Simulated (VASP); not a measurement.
# Te2Mo in VASP: notebook, part 2 of 2

VASP 6.6.1.

**4. Single point, LDA**

This run uses another cell than the first one, of 69.36 Å³/atom, 1.044 times its volume.

The input, INCAR:

```
PREC     = Accurate       # precision mode
ENCUT    = 520            # plane-wave cutoff, eV
EDIFF    = 1E-6           # SCF threshold, eV
ISMEAR   = 0              # smearing method
SIGMA    = 0.02           # smearing width, eV
LREAL    = False          # projectors in reciprocal space
LASPH    = True           # aspherical terms in the spheres
NELM     = 80             # most SCF steps
ALGO     = Normal         # electronic algorithm
ISIF     = 2              # what is computed and relaxed
LWAVE    = False          # write WAVECAR
LCHARG   = True           # write CHGCAR
GGA      = CA             # functional
LELF     = True           # ELF
LVHAR    = True         
NBANDS   = 20             # bands
```

The input, KPOINTS:

```
regular mesh
0
Gamma
  12 12 2
```

The input, POSCAR:

```
Te2Mo
1.0
    3.6225426825      0.0000000000      0.0000000000
   -1.8112713412      3.1372139893      0.0000000000
    0.0000000000      0.0000000000     18.3082028381
Te Mo
2 1
Direct
    0.3333333333      0.6666666667      0.9051072766
    0.3333333333      0.6666666667      0.0948927234
    0.0000000000      0.0000000000      0.0000000000
```

Potentials or basis: VASP PAW LDA potentials, release 64 (Te, Mo_sv).

Launch:

```console
> cat potpaw_LDA.64/Te/POTCAR potpaw_LDA.64/Mo_sv/POTCAR > POTCAR
> mpirun -np 1 vasp_std > vasp.out
```

OUTCAR:

```text
PREC = Accurate
   ENCUT = 520
   EDIFF = 1E-6
   ISMEAR = 0
   LREAL = False
   LASPH = True
   NELM = 80
   ISIF = 2
   GGA = CA

 ion  position               nearest neighbor table
   1  0.333  0.667  0.905-   3 2.72   3 2.72   3 2.72   2 3.47
   2  0.333  0.667  0.095-   3 2.72   3 2.72   3 2.72   1 3.47
   3  0.000  0.000  0.000-   1 2.72   2 2.72   1 2.72   2 2.72   1 2.72   2 2.72

  LATTYP: Found a hexagonal cell.
 ALAT       =     3.6225426825
 C/A-ratio  =     5.0539646990

  Lattice vectors:

 A1 = (   3.6225426825,   0.0000000000,   0.0000000000)
 A2 = (  -1.8112713412,   3.1372139893,   0.0000000000)
 A3 = (   0.0000000000,   0.0000000000,  18.3082028381)

Analysis of symmetry for initial positions (statically):
=====================================================================
 Subroutine PRICEL returns:
 Original cell was already a primitive cell.

 Routine SETGRP: Setting up the symmetry group for a
 hexagonal supercell.

[... 158 lines left out ...]

 number of electron      26.0000004 magnetization

 Free energy of the ion-electron system (eV)
  ---------------------------------------------------
  ext. energy  EPLUGINS =         0.00000000
  ---------------------------------------------------
  free energy    TOTEN  =       -20.33579367 eV

  energy without entropy =      -20.33579367  energy(sigma->0) =      -20.33579367

 E-fermi :  -0.3880     XC(G=0):  -4.5217

 val. band max:       -0.6465078901   @ k =   0.3333   0.3333   0.0000
 cond. band min:       0.2334731109   @ k =   0.3333   0.3333   0.5000
 fundamental gap:      0.8799810010
 Fermi energy:        -0.3880322734

 k-point     1 :       0.0000    0.0000    0.0000
  band No.  band energies     occupation
      1     -60.9078      2.00000
      2     -35.2112      2.00000
      3     -35.1657      2.00000
      4     -35.1657      2.00000
      5     -13.0363      2.00000
      6     -11.9237      2.00000
[... 541 lines left out ...]
     19       5.4742      0.00000
     20       5.6086      0.00000

 [... further k-points ...]
[... 5 lines left out ...]
  --------------------------------------------------------------------------------------
  -------------------------------------------------------------------------------------
  Total       -3.0040843     -3.0040843      0.2044276     -0.0000000     -0.0000000      0.0000000
  in kB      -23.1323274    -23.1323274      1.5741524     -0.0000000     -0.0000000      0.0000000
  external PRESSURE =     -14.8968341 kB  Pullay stress =       0.0000000 kB

 VOLUME and BASIS-vectors are now :
 -----------------------------------------------------------------------------
  energy-cutoff  :      520.00
  volume of cell :      208.07
      direct lattice vectors                 reciprocal lattice vectors
     3.622542683  0.000000000  0.000000000     0.276049197  0.159377078  0.000000000
    -1.811271341  3.137213989  0.000000000     0.000000000  0.318754157  0.000000000
     0.000000000  0.000000000 18.308202838     0.000000000  0.000000000  0.054620326

 POSITION                                       TOTAL-FORCE (eV/Angst)
 -----------------------------------------------------------------------------------
     -0.00000      2.09148     16.57089         0.000000      0.000000     -0.062639
     -0.00000      2.09148      1.73732        -0.000000      0.000000      0.062639
      0.00000      0.00000      0.00000         0.000000      0.000000      0.000000
 -----------------------------------------------------------------------------------
    total drift:                                0.000000     -0.000000     -0.000000

  FREE ENERGIE OF THE ION-ELECTRON SYSTEM (eV)
  ---------------------------------------------------
  free  energy   TOTEN  =       -20.3357936672 eV

  energy  without entropy=      -20.3357936672  energy(sigma->0) =      -20.33579367
```

OSZICAR:

```text
N       E                     dE             d eps       ncg     rms          rms(c)
DAV:   1     0.133521356171E+03    0.13352E+03   -0.11353E+04  2024   0.103E+03
DAV:   2    -0.124884049374E+02   -0.14601E+03   -0.14242E+03  2036   0.226E+02
DAV:   3    -0.208611589919E+02   -0.83728E+01   -0.82950E+01  1952   0.449E+01
[... 13 lines left out ...]
DAV:  17    -0.203357405345E+02   -0.29324E-04   -0.21920E-06  1520   0.370E-03    0.320E-03
DAV:  18    -0.203357731780E+02   -0.32644E-04   -0.33438E-06  1556   0.452E-03    0.191E-03
DAV:  19    -0.203357841676E+02   -0.10990E-04   -0.27995E-07  1328   0.132E-03    0.452E-04
DAV:  20    -0.203357928863E+02   -0.87187E-05   -0.54462E-07  1268   0.163E-03    0.101E-03
DAV:  21    -0.203357936672E+02   -0.78093E-06   -0.32262E-08  1176   0.681E-04
   1 F= -.20335794E+02 E0= -.20335794E+02  d E =-.453642E-76
```

stdout:

```text
POSCAR found type information on POSCAR TeMo
 POSCAR found :  2 types and       3 ions
 scaLAPACK will be used
 LDA part: xc-table for (Slater(with rela. corr.)+CA(PZ))
 , standard interpolation
 POSCAR, INCAR and KPOINTS ok, starting setup
 FFT: planning ... GRIDC
 FFT: planning ... GRID_SOFT
 FFT: planning ... GRID
 WAVECAR not read
 entering main loop
```

Run time: 2 min. Hardware: 1 thread of AMD EPYC 9R45 (Zen 5), shared host; peak memory 0.31 GiB.

Results:

| Item | Value |
| --- | --- |
| Free energy | -20.3358 eV |
| Largest force | 0.063 eV/Å |
| Band gap on the k mesh | 0.88 eV, direct |

Forces on the atoms (eV/Å):
```
Te   0.000  0.000 -0.063
Te   0.000  0.000  0.063
Mo   0.000  0.000  0.000
```

Levels at points of the mesh, in eV from the valence-band top:
```
           k point  band 9  band 10  band 11  band 12  band 13  band 14  band 15  band 16  band 17  band 18
(0.00, 0.00, 0.00)   -1.84    -1.23    -0.99    -0.99    -0.08     2.99     2.99     3.33     3.33     4.54
(0.50, 0.00, 0.00)   -3.21    -2.33    -1.24    -0.58    -0.48     1.29     1.65     3.41     3.82     4.05
(0.00, 0.00, 0.50)   -1.84    -1.23    -0.99    -0.99    -0.08     2.99     2.99     3.33     3.33     4.60
(0.50, 0.00, 0.50)   -3.21    -2.33    -1.24    -0.58    -0.48     1.29     1.65     3.41     3.82     4.05
```

Caveat: spin-orbit coupling is left out, which moves the levels of the heavy elements.
